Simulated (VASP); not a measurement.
# K3Re (P1) in VASP: a series of runs

Runs on K3Re. Level: LDA. Tasks: single point.

Program: VASP 6.6.1. These are calculated values, not measurements. Logs are shortened: lines on timing, memory, paths and dates and some standing lists are left out, and cuts for length are marked.

### 1 The cell of the first run

The typed cell holds 4 atoms: a = 6.246 Å, b = 6.246 Å, c = 6.246 Å, α = 60.00°, β = 60.00°, γ = 60.00°.

### 2 Single point, LDA

Input file INCAR:

```
PREC = Accurate
ENCUT = 520
EDIFF = 1E-6
ISMEAR = -1
SIGMA = 0.1
LREAL = F
LASPH = T
NELM = 60
ALGO = Normal
ISIF = 2
LWAVE = F
LCHARG = F
NBANDS = 25
```

Input file KPOINTS:

```
Automatic mesh
0
Gamma
  4 4 4
```

Input file POSCAR:

```
K3Re
1.0
    0.0000000000      4.4166200000      4.4166200000
    4.4166200000      0.0000000000      4.4166200000
    4.4166200000      4.4166200000      0.0000000000
K Re
3 1
Direct
    0.7669600000      0.7443400000      0.7382700000
    0.2436300000      0.2489800000      0.2698600000
    0.5135700000      0.4954000000      0.4996500000
    0.0043200000      0.9875900000      0.9917400000
```

Potentials or basis: VASP PAW LDA potentials, release 64 (K_sv, Re).

Launch:

```sh
$ cat potpaw_LDA.64/K_sv/POTCAR potpaw_LDA.64/Re/POTCAR > POTCAR
$ mpirun -np 1 vasp_std > vasp.out
```

OUTCAR:

```text
PREC = Accurate
   ENCUT = 520
   EDIFF = 1E-6
   ISMEAR = -1
   LREAL = F
   LASPH = T
   NELM = 60
   ISIF = 2

 ion  position               nearest neighbor table
   1  0.767  0.744  0.738-   3 3.78   3 3.81
   2  0.244  0.249  0.270-   3 3.72   3 3.81
   3  0.514  0.495  0.500-   2 3.72   1 3.78   2 3.81   1 3.81
   4  0.004  0.988  0.992-

  LATTYP: Found a face centered cubic cell.
 ALAT       =     8.8332400000

  Lattice vectors:

 A1 = (   0.0000000000,   4.4166200000,   4.4166200000)
 A2 = (   4.4166200000,   0.0000000000,   4.4166200000)
 A3 = (   4.4166200000,   4.4166200000,   0.0000000000)

Analysis of symmetry for initial positions (statically):
=====================================================================
 Subroutine PRICEL returns:
 Original cell was already a primitive cell.

 Routine SETGRP: Setting up the symmetry group for a
 face centered cubic supercell.

 Subroutine GETGRP returns: Found  1 space group operations
 (whereof  1 operations were pure point group operations)
 out of a pool of 48 trial point group operations.

The static configuration has the point symmetry C_1 .

Analysis of symmetry for dynamics (positions and initial velocities):
=====================================================================
 Subroutine PRICEL returns:
 Original cell was already a primitive cell.

 Routine SETGRP: Setting up the symmetry group for a
 face centered cubic supercell.

 Subroutine GETGRP returns: Found  1 space group operations
 (whereof  1 operations were pure point group operations)
 out of a pool of 48 trial point group operations.

The dynamic configuration has the point symmetry C_1 .

 Subroutine INISYM returns: Found  1 space group operations
 (whereof  1 operations are pure point group operations),
 and found     1 'primitive' translations

----------------------------------------------------------------------------------------

                                     Primitive cell

  volume of cell :     172.3059

  direct lattice vectors                    reciprocal lattice vectors
     0.000000000  4.416620000  4.416620000    -0.113208743  0.113208743  0.113208743
     4.416620000  0.000000000  4.416620000     0.113208743 -0.113208743  0.113208743
     4.416620000  4.416620000  0.000000000     0.113208743  0.113208743 -0.113208743

  length of vectors
     6.246043904  6.246043904  6.246043904     0.196083295  0.196083295  0.196083295

  position of ions in fractional coordinates (direct lattice)
     0.766960000  0.744340000  0.738270000
     0.243630000  0.248980000  0.269860000
     0.513570000  0.495400000  0.499650000
     0.004320000  0.987590000  0.991740000

  ion indices of the primitive-cell ions
   primitive index   ion index
                 1           1
                 2           2
                 3           3
                 4           4

----------------------------------------------------------------------------------------

 KPOINTS: Automatic mesh

Automatic generation of k-mesh.
 Grid dimensions read from file:
 generate k-points for:    4    4    4

 Generating k-lattice:

  Cartesian coordinates                     Fractional coordinates (reciprocal lattice)
    -0.028302186  0.028302186  0.028302186     0.250000000  0.000000000  0.000000000
     0.028302186 -0.028302186  0.028302186     0.000000000  0.250000000  0.000000000
     0.028302186  0.028302186 -0.028302186     0.000000000  0.000000000  0.250000000

  Length of vectors
     0.049020824  0.049020824  0.049020824

  Shift w.r.t. Gamma in fractional coordinates (k-lattice)
     0.000000000  0.000000000  0.000000000

 Subroutine IBZKPT returns following result:
 ===========================================

 Found     36 irreducible k-points:

 Following reciprocal coordinates:
            Coordinates               Weight
  0.000000  0.000000  0.000000      1.000000
  0.250000  0.000000  0.000000      2.000000
  0.000000  0.250000  0.000000      2.000000
  0.000000  0.000000  0.250000      2.000000
  0.250000  0.250000  0.250000      2.000000
  0.500000  0.000000  0.000000      1.000000
[... 16 lines left out ...]
  0.250000  0.500000  0.500000      2.000000
  0.500000  0.000000  0.250000      2.000000
 [... further k-points ...]
   k-points           NKPTS =     36   k-points in BZ     NKDIM =     36   number of bands    NBANDS=     25
   number of dos      NEDOS =    301   number of ions     NIONS =      4
   total plane-waves  NPLWV = 110592
   dimension x,y,z NGX =    48 NGY =   48 NGZ =   48
   dimension x,y,z NGXF=    96 NGYF=   96 NGZF=   96
   ions per type =               3   1
   NGX,Y,Z   is equivalent  to a cutoff of  12.78, 12.78, 12.78 a.u.
   NGXF,Y,Z  is equivalent  to a cutoff of  25.55, 25.55, 25.55 a.u.
 SYSTEM =  unknown system
   PREC   = accura    normal or accurate (medium, high low for compatibility)
   ISTART =      0    job   : 0-new  1-cont  2-samecut
   ICHARG =      2    charge: 1-file 2-atom 10-const
   ISPIN  =      1    spin polarized calculation?
   LNONCOLLINEAR =      F non collinear calculations
   LSORBIT =      F    spin-orbit coupling
   LASPH  =      T    aspherical Exc in radial PAW
   ENCUT  =  520.0 eV  38.22 Ry    6.18 a.u.  11.61 11.61 11.61*2*pi/ulx,y,z
   NELM   =     60;   NELMIN=  2; NELMDL= -5     # of ELM steps
   EDIFF  = 0.1E-05   stopping-criterion for ELM
   LREAL  =      F    real-space projection
   EDIFFG = 0.1E-04   stopping-criterion for IOM
   NSW    =      0    number of steps for IOM
   IBRION =     -1    ionic relax: 0-MD 1-quasi-New 2-CG
   NFREE  =      0    steps in history (QN), initial steepest desc. (CG)
   ISIF   =      2    stress and relaxation
   ISYM   =      2    0-nonsym 1-usesym 2-fastsym
   POTIM  = 0.5000    time-step for ionic-motion
   TEBEG  =    0.0;   TEEND  =   0.0 temperature during run
   PSTRESS=    0.0 pullay stress
   NELECT =      34.0000    total number of electrons
   NUPDOWN=      -1.0000    fix difference up-down
   EMIN   =  10.00;   EMAX   =-10.00  energy-range for DOS
   EFERMI =   0.00;   METHOD = LEGACY
   ISMEAR =    -1;   SIGMA  =   0.10  broadening in eV -4-tet -1-fermi 0-gaus
   EFERMI_NEDOS =   21; number of points for ismear=-14 and -15
   IALGO  =     38    algorithm
   IMIX   =      4    mixing-type and parameters
     AMIX     =   0.40;   BMIX     =  1.00
     AMIX_MAG =   1.60;   BMIX_MAG =  1.00
  volume/ion in A,a.u.               =      43.08       290.69
  Fermi-wavevector in a.u.,A,eV,Ry     =   0.953091  1.801081 12.359297  0.908383
  Thomas-Fermi vector in A             =   2.081714
   LORBIT       =      0    0 simple, 1 ext, 2 COOP (PROOUT), +10 PAW based schemes
   GGA     = CA    functional components
   LHFCALC =     F    Hartree Fock is set to
   AEXX    =    0.0000 exact exchange contribution
   IVDW    =     0    specifies the selected vdW correction
   LEPSILON=     F    determine dielectric tensor
   LRPA    =     F    only Hartree local field effects (RPA)
 non-spin polarized calculation
  energy-cutoff  :      520.00
  volume of cell :      172.31
 maximum number of plane-waves:      4660
 NGX is ok and might be reduce to    48
   NGX = 23   NGY = 23   NGZ = 23

 number of electron      34.0000000 magnetization

 Free energy of the ion-electron system (eV)
  ---------------------------------------------------
  ext. energy  EPLUGINS =         0.00000000
  ---------------------------------------------------
  free energy    TOTEN  =        -9.77880833 eV

  energy without entropy =       -9.30935762  energy(sigma->0) =       -9.54408298

 E-fermi :   0.3107     XC(G=0):  -7.6451

 val. band max:        0.2859226830   @ k =  -0.2500   0.5000   0.2500
 cond. band min:       0.3116414559   @ k =   0.0000   0.0000   0.5000
 fundamental gap:      0.0257187729
 Fermi energy:         0.3107161189

 k-point     1 :       0.0000    0.0000    0.0000
  band No.  band energies     occupation
      1     -31.0641      2.00000
      2     -30.3885      2.00000
      3     -30.3788      2.00000
      4     -14.8201      2.00000
      5     -14.8054      2.00000
      6     -14.7857      2.00000
[... 17 lines left out ...]
     24       3.8315      0.00000
     25       4.0001      0.00000

 k-point     2 :       0.2500    0.0000    0.0000
  band No.  band energies     occupation
      1     -31.0636      2.00000
      2     -30.3875      2.00000
      3     -30.3803      2.00000
      4     -14.8209      2.00000
      5     -14.8097      2.00000
      6     -14.7893      2.00000
[... 17 lines left out ...]
     24       3.9067      0.00000
     25       4.0057      0.00000

 k-point     3 :       0.0000    0.2500    0.0000
  band No.  band energies     occupation
      1     -31.0637      2.00000
      2     -30.3873      2.00000
      3     -30.3804      2.00000
      4     -14.8240      2.00000
      5     -14.8066      2.00000
      6     -14.7893      2.00000
[... 17 lines left out ...]
     24       3.9237      0.00000
     25       4.0230      0.00000

 k-point     4 :       0.0000    0.0000    0.2500
  band No.  band energies     occupation
      1     -31.0637      2.00000
      2     -30.3874      2.00000
      3     -30.3803      2.00000
      4     -14.8234      2.00000
      5     -14.8080      2.00000
      6     -14.7883      2.00000
[... 17 lines left out ...]
     24       3.9142      0.00000
     25       4.0745      0.00000

 k-point     5 :       0.2500    0.2500    0.2500
  band No.  band energies     occupation
      1     -31.0636      2.00000
      2     -30.3874      2.00000
      3     -30.3804      2.00000
      4     -14.8221      2.00000
      5     -14.8087      2.00000
      6     -14.7891      2.00000
[... 17 lines left out ...]
     24       3.9204      0.00000
     25       4.0649      0.00000

 k-point     6 :       0.5000    0.0000    0.0000
  band No.  band energies     occupation
      1     -31.0631      2.00000
      2     -30.3855      2.00000
      3     -30.3828      2.00000
      4     -14.8212      2.00000
      5     -14.8134      2.00000
      6     -14.7928      2.00000
[... 17 lines left out ...]
     24       3.9380      0.00000
     25       4.0385      0.00000
[... 393 lines left out ...]
 k-point    21 :       0.0000    0.2500    0.5000
  band No.  band energies     occupation
      1     -31.0632      2.00000
      2     -30.3856      2.00000
      3     -30.3826      2.00000
      4     -14.8312      2.00000
      5     -14.8070      2.00000
      6     -14.7927      2.00000
[... 17 lines left out ...]
     24       3.9653      0.00000
     25       4.5018      0.00000

 k-point    22 :      -0.2500    0.2500   -0.2500
  band No.  band energies     occupation
      1     -31.0631      2.00000
      2     -30.3856      2.00000
      3     -30.3827      2.00000
      4     -14.8255      2.00000
      5     -14.8142      2.00000
      6     -14.7909      2.00000
[... 17 lines left out ...]
     24       3.9246      0.00000
     25       4.4499      0.00000

 k-point    23 :       0.2500    0.5000    0.5000
  band No.  band energies     occupation
      1     -31.0631      2.00000
      2     -30.3854      2.00000
      3     -30.3829      2.00000
      4     -14.8292      2.00000
      5     -14.8073      2.00000
      6     -14.7942      2.00000
[... 17 lines left out ...]
     24       3.9031      0.00000
     25       4.4261      0.00000

 k-point    24 :       0.5000    0.0000    0.2500
  band No.  band energies     occupation
      1     -31.0630      2.00000
      2     -30.3859      2.00000
      3     -30.3825      2.00000
      4     -14.8226      2.00000
      5     -14.8170      2.00000
      6     -14.7909      2.00000
[... 17 lines left out ...]
     24       3.9525      0.00000
     25       4.4287      0.00000

 [... further k-points ...]

------------------------ aborting loop because EDIFF is reached ----------------------------------------

  FORCE on cell =-STRESS in cart. coord.  units (eV):
  Direction    XX          YY          ZZ          XY          YZ          ZX
  --------------------------------------------------------------------------------------
  -------------------------------------------------------------------------------------
  Total       -2.8646718     -2.8739301     -2.8715413     -0.1088376      0.2485190      0.0624104
  in kB      -26.6370028    -26.7230902    -26.7008780     -1.0120210      2.3108408      0.5803202
  external PRESSURE =     -26.6869903 kB  Pullay stress =       0.0000000 kB

 VOLUME and BASIS-vectors are now :
 -----------------------------------------------------------------------------
  energy-cutoff  :      520.00
  volume of cell :      172.31
      direct lattice vectors                 reciprocal lattice vectors
     0.000000000  4.416620000  4.416620000    -0.113208743  0.113208743  0.113208743
     4.416620000  0.000000000  4.416620000     0.113208743 -0.113208743  0.113208743
     4.416620000  4.416620000  0.000000000     0.113208743  0.113208743 -0.113208743

 POSITION                                       TOTAL-FORCE (eV/Angst)
 -----------------------------------------------------------------------------------
      6.54812      6.64803      6.67484         0.051886      0.011523     -0.041481
      2.29152      2.26789      2.17567        -0.118979     -0.023371      0.051697
      4.39476      4.47501      4.45624         0.040213      0.003986     -0.004655
      8.74195      4.39922      4.38089         0.026880      0.007863     -0.005561
 -----------------------------------------------------------------------------------
    total drift:                                0.000099      0.000131      0.000158

  FREE ENERGIE OF THE ION-ELECTRON SYSTEM (eV)
  ---------------------------------------------------
  free  energy   TOTEN  =        -9.7788083320 eV

  energy  without entropy=       -9.3093576241  energy(sigma->0) =       -9.54408298
```

Wall time 3.2 min (1 thread of Oxide Virtual Turin-like, shared host); peak memory 0.3 GiB.

Results:

| Quantity | Value |
| --- | --- |
| Free energy | -9.7788 eV |
| Pressure | -2.7 GPa |
| Largest force | 0.132 eV/Å |
| Band gap on the k mesh | zero (bands 17 and 18 overlap by 0.12 eV) |

Forces in eV/Å, atoms in the order of the input:
```
K    0.052  0.012 -0.041
K   -0.119 -0.023  0.052
K    0.040  0.004 -0.005
Re   0.027  0.008 -0.006
```

Caveat: spin-orbit coupling is left out, which moves the levels of the heavy elements.

### 3 Single point, LDA

Input file INCAR:

```
SYSTEM = K3Re
ALGO = Normal ; EDIFF = 1E-6
ENCUT = 520 ; ISIF = 2
ISMEAR = -1 ; LASPH = .TRUE.
LCHARG = .TRUE. ; LELF = .TRUE.
LREAL = .FALSE. ; LVHAR = .TRUE.
LWAVE = .FALSE. ; NBANDS = 25
NELM = 60 ; PREC = Accurate
SIGMA = 0.1
```

Input file KPOINTS:

```
k-points
0
G
  4 4 4
  0 0 0
```

POSCAR is that of step 2.

Potentials or basis: VASP PAW LDA potentials, release 64 (K_sv, Re).

Launch:

```sh
$ cat potpaw_LDA.64/K_sv/POTCAR potpaw_LDA.64/Re/POTCAR > POTCAR
$ mpirun -np 1 vasp_std > vasp.out
```

Wall time 4.6 min (1 thread of Oxide Virtual Turin-like, shared host); peak memory 0.3 GiB.

The run converged. Its results:

```
Free energy            : -9.7788 eV
Pressure               : -2.7 GPa
Largest force          : 0.132 eV/Å
Band gap on the k mesh : zero (bands 17 and 18 overlap by 0.12 eV)
```

Forces on the atoms (eV/Å):
```
K    0.052  0.012 -0.041
K   -0.119 -0.023  0.052
K    0.040  0.004 -0.005
Re   0.027  0.008 -0.006
```

Stress tensor (GPa, compression positive):
```
-2.66 -0.10  0.06
-0.10 -2.67  0.23
 0.06  0.23 -2.67
```

Levels at points of the mesh, in eV from the Fermi level:
```tsv
k point	band 15	band 16	band 17	band 18	band 19	band 20
(0.00, 0.00, 0.00)	-0.19	-0.12	-0.12	-0.11	1.91	1.91
(0.50, 0.00, 0.00)	-0.15	-0.15	-0.13	0.02	0.02	1.66
(0.00, 0.50, 0.00)	-0.16	-0.14	-0.14	0.01	0.02	1.66
(0.00, 0.00, 0.50)	-0.17	-0.14	-0.14	0.00	0.00	1.68
(0.50, 0.50, 0.50)	-0.15	-0.15	-0.14	0.02	0.02	1.65
(0.50, 0.50, 0.00)	-0.44	-0.19	0.01	0.04	0.04	1.61
(0.00, 0.50, 0.50)	-0.44	-0.19	0.01	0.04	0.04	1.61
(0.50, 0.00, 0.50)	-0.44	-0.19	0.01	0.04	0.04	1.61
```

Caveat: spin-orbit coupling is left out, which moves the levels of the heavy elements.

The gap in the log of VASP goes by the Fermi energy; the results here count the filled bands.